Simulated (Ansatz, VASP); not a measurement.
**One calculation of MnSi4C, two programs**

The input INCAR:

```
PREC = Accurate
ENCUT = 600
EDIFF = 1E-7
ISMEAR = 0
SIGMA = 0.1
LREAL = F
LASPH = T
NELM = 60
ALGO = Normal
ISIF = 3
LWAVE = F
LCHARG = F
GGA = PE
IBRION = 2
NSW = 100
EDIFFG = -0.01
```

File KPOINTS:

```
Automatic mesh
0
Gamma
  10 10 8
```

POSCAR

```
MnSi4C
1.0
    3.8599388508      0.0000000000      0.0000000000
    0.0000000000      3.8599388508      0.0000000000
    0.0000000000      0.0000000000      4.9547166835
Mn Si C
1 4 1
Direct
    0.5000000000      0.5000000000      0.5000000000
    0.0000000000      0.5000000000      0.7543586427
    0.5000000000      0.0000000000      0.7543586427
    0.0000000000      0.5000000000      0.2456413573
    0.5000000000      0.0000000000      0.2456413573
    0.0000000000      0.0000000000      0.0000000000
```

Input for Ansatz:

```yaml
crystal:
  lattice:
    - [3.8599388508, 0.0, 0.0]
    - [0.0, 3.8599388508, 0.0]
    - [0.0, 0.0, 4.9547166835]
  atoms:
    - { symbol: Mn, position: [0.5, 0.5, 0.5] }
    - { symbol: Si, position: [0.0, 0.5, 0.7543586427] }
    - { symbol: Si, position: [0.5, 0.0, 0.7543586427] }
    - { symbol: Si, position: [0.0, 0.5, 0.2456413573] }
    - { symbol: Si, position: [0.5, 0.0, 0.2456413573] }
    - { symbol: C, position: [0.0, 0.0, 0.0] }
basis:
  ecutwfc: 420
kpoints:
  mp_grid: { grid: [10, 10, 8] }
hamiltonian:
  xc: pbe
scf:
  occupations: { method: gaussian, width: 0.1 }
output:
  forces: true
  stress: true
  eigenvalues: true
  write_density: true
  write_potential: true
  elf: true
  volumetric_format: npy
relax:
  adjacent_minimum: "off"
  f_tol: 0.01
  max_steps: 80
  cell: { stress_tol: 0.05 }
```

Change from the starting cell: species swapped into the MgTiH4 type (P4/mmm, No. 123).

Alike in both runs: task relaxation of cell and atoms; functional PBE; k mesh 10 × 10 × 8; occupations gaussian, width 0.1 eV; no spin polarisation.

```csv
,VASP,Ansatz
version,VASP 6.6.1,Ansatz 0.2.0
potentials or method,"VASP PAW PBE potentials, release 64 (Mn_pv, Si, C), cutoff 600 eV","scalar-relativistic, plane waves, PAW"
valence electrons in the cell,33,35
```

```csv
,VASP,Ansatz,Ansatz less VASP
"gap on the k mesh at the Fermi level, each at its own relaxed structure (eV)",none,none,-
relaxed volume (Å³/atom),12.28,12.29,+0.009
relaxed length of the cell vector where the two differ most in proportion (Å),5.008,5.010,+0.0014
```

A gap of «none» marks a metal or a gap that the smearing closes. VASP's potentials hold 33 valence electrons a cell and Ansatz's 35, so a difference there can come from the potentials and not from the codes.
